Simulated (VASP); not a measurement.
A run of VASP 6.6.1 is set up as follows.

File INCAR:

```
PREC = Accurate
ENCUT = 520
EDIFF = 1E-6
ISMEAR = 0
SIGMA = 0.1
LREAL = F
LASPH = T
NELM = 80
ALGO = Fast
ISIF = 2
LWAVE = F
LCHARG = F
GGA = PS
IBRION = 2
NSW = 60
EDIFFG = -0.008
```

Contents of KPOINTS:

```
Automatic mesh
0
Gamma
  12 12 8
```

File POSCAR:

```
Al3Ni2
1.0
    4.0431710412      0.0000000000      0.0000000000
   -2.0215855206      3.5014888336      0.0000000000
    0.0000000000      0.0000000000      4.9080592600
Al Ni
3 2
Direct
    0.0000000000      0.0000000000      0.0000000000
    0.3333333333      0.6666666667      0.6477829058
    0.6666666667      0.3333333333      0.3522170942
    0.3333333333      0.6666666667      0.1455709069
    0.6666666667      0.3333333333      0.8544290931
```

Potentials or basis: VASP PAW PBE potentials, release 64 (Al, Ni).

The run is started by

```console
$ cat potpaw_PBE.64/Al/POTCAR potpaw_PBE.64/Ni/POTCAR > POTCAR
$ mpirun -np 1 vasp_std > vasp.out
```

Problem. Predict the band gap on the k mesh.

Solution. Zero (an odd number of electrons rules out a gap without spin polarisation).

Problem. Estimate the energy gained by relaxing.

Solution. 0.0 meV/atom.

The path:
```csv
step,energy change (eV),largest force (eV/Å),pressure (GPa)
1,0.0000,0.0480,-3.98
2,-0.0002,0.0154,-3.83
3,-0.0002,0.0057,-3.88
```

Caveat: the cell differs from its parent crystal (equal strain along all axes, cell held: +1.0 %); the PAW data sets were made with another functional, which shifts forces and pressure a little. Spin polarisation is off, so any magnetic state and its effect on volume and gap are missing.
